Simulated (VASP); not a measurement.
Write the native input for VASP 6.6.1 that does the following.

```yaml
Task: single point
Functional: PBE
Potentials_or_basis: VASP PAW PBE potentials, release 64 (Mg, O)
Cutoff: 600 eV
k_mesh: 4 × 4 × 4
Occupations: gaussian, width 0.01 eV
Spin: no spin polarisation
Dipole_correction: no
Further_INCAR_settings: ALGO = Normal; EDIFF = 1e-06; NBANDS = 11
```

The structure of MgO lies in POSCAR:

```
MgO
1.0
    0.0000000000      2.1060000000      2.1060000000
    2.1060000000      0.0000000000      2.1060000000
    2.1060000000      2.1060000000      0.0000000000
Mg O
1 1
Direct
    0.0000000000      0.0000000000      0.0000000000
    0.5000000000      0.5000000000      0.5000000000
```

One way to write it, as run:

INCAR

```
SYSTEM = MgO
  ALGO = Normal
  EDIFF = 1E-6
  ENCUT = 600
  GGA = PE
  GGA_COMPAT = .False.
  ISIF = 2
  ISMEAR = 0
  LASPH = .True.
  LCHARG = .True.
  LELF = .True.
  LREAL = .False.
  LVHAR = .True.
  LWAVE = .False.
  NBANDS = 11
  NELM = 120
  PREC = Accurate
  SIGMA = 0.01
```

KPOINTS

```
k-points
0
Gamma
  4 4 4
  0 0 0
```

Potentials or basis: VASP PAW PBE potentials, release 64 (Mg, O).

Command:

```sh
$ cat potpaw_PBE.64/Mg/POTCAR potpaw_PBE.64/O/POTCAR > POTCAR
$ mpirun -np 1 vasp_std > vasp.out
```

Results of the run:

| Property | Result |
| --- | --- |
| Pressure | 3.7 GPa |
| Band gap on the k mesh | 4.72 eV, direct |

Caveat: the k points lie up to 0.65 Å⁻¹ apart.

Run time: 7.6 s on 1 thread of Intel Xeon 8259CL, on a shared host, peak memory 0.14 GiB.
